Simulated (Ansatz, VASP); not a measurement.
## Ba in VASP and in Ansatz

```
CELL_PARAMETERS angstrom
0.00000 2.68147 2.68147
2.68147 0.00000 2.68147
2.68147 2.68147 0.00000
ATOMIC_POSITIONS crystal
Ba 0.00000 0.00000 0.00000
```

Change from the starting cell: volume scaled by 0.6, LAPW.

Alike in both runs: task single point; functional PBE; k mesh 10 × 10 × 10; occupations fermi-dirac, width 0.1 eV; no spin polarisation.

|  | VASP | Ansatz |
| --- | --- | --- |
| version | VASP 6.6.1 | Ansatz 0.2.0 |
| potentials or method | VASP PAW PBE potentials, release 64 (Ba_sv), cutoff 520 eV | all-electron LAPW, scalar-relativistic |

```tsv
	VASP	Ansatz	Ansatz less VASP
pressure (GPa)	8.2	7.5	-0.72
```

Ansatz ran all-electron here, and VASP with PAW potentials.

Neither program's run includes spin-orbit coupling.
